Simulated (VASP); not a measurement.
**GaSb: single point with r2SCAN**

Crystal: GaSb.

```
Ga Sb
1.0
     0.00000    3.00356    3.00356
     3.00356    0.00000    3.00356
     3.00356    3.00356    0.00000
Ga Sb
1 1
Direct
  0.00000 0.00000 0.00000
  0.25000 0.25000 0.25000
```

```
Program             : VASP 6.6.1
Task                : single point
Functional          : r2SCAN
Potentials or basis : VASP PAW PBE potentials, release 64 (Ga_d, Sb)
Cutoff              : 520 eV
k mesh              : 10 × 10 × 10
Occupations         : gaussian, width 0.02 eV
Spin                : no spin polarisation
```

The pressure is 3.9 GPa. The band gap on the k mesh is 0.81 eV (least direct gap 0.87 eV).

Levels at points of the mesh, in eV from the valence-band top:
```tsv
k point	band 6	band 7	band 8	band 9	band 10	band 11	band 12	band 13
(0.00, 0.00, 0.00)	-12.35	0.00	0.00	0.00	0.87	2.96	2.96	2.96
(0.50, 0.00, 0.00)	-10.47	-6.88	-1.31	-1.31	0.81	4.00	4.00	6.90
(0.50, 0.50, 0.00)	-9.50	-7.32	-2.90	-2.90	1.05	1.37	9.64	9.64
```

Run time: 120 s on 1 thread of Intel Xeon 8259CL, on a shared host, peak memory 0.21 GiB.

Caveat: the cell stands under pressure; the PAW data sets were made with another functional, which shifts forces and pressure a little; spin-orbit coupling is left out, which moves the levels of the heavy elements. r2SCAN opens gaps a little over a GGA but as a rule still falls short of measured ones.
